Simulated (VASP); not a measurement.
A run of VASP 6.6.1 is set up as follows.

INCAR

```
PREC = Accurate
ENCUT = 600
EDIFF = 1E-6
ISMEAR = 0
SIGMA = 0.1
LREAL = F
LASPH = T
NELM = 100
ALGO = Normal
ISIF = 3
LWAVE = F
LCHARG = F
GGA = PS
IBRION = 2
NSW = 80
EDIFFG = -0.05
```

File KPOINTS:

```
regular mesh
0
Gamma
  8 8 8
```

File POSCAR:

```
Ru
1.0
    0.0000000000      1.9610803102      1.9610803102
    1.9610803102      0.0000000000      1.9610803102
    1.9610803102      1.9610803102      0.0000000000
Ru
1
Direct
    0.0000000000      0.0000000000      0.0000000000
```

Potentials or basis: VASP PAW PBE potentials, release 64 (Ru_pv).

Run with:

```sh
$ cat potpaw_PBE.64/Ru_pv/POTCAR > POTCAR
$ mpirun -np 1 vasp_std > vasp.out
```

Problem. Predict the relaxed volume.

Solution. 13.34 Å³/atom.

Problem. What does it give for the relaxed cell?

Solution. a = 2.662 Å, b = 2.662 Å, c = 2.662 Å, α = 60.00°, β = 60.00°, γ = 60.00°.

Problem. Predict the band gap on the k mesh.

Solution. Zero (band 7 reaches 15.30 eV, above the bottom of band 8 at 12.05 eV).

The path:
```
step  energy change (eV)  largest force (eV/Å)  pressure (GPa)  volume (Å³)
   1              0.0000                0.0000          -31.32        15.08
   2              2.0363                0.0000          255.12         9.52
   3             -0.1887                0.0000           -5.52        13.56
   4             -0.1920                0.0000           -2.28        13.43
   5             -0.1926                0.0000            0.01        13.34
```

Caveat: the PAW data sets were made with another functional, which shifts forces and pressure a little.
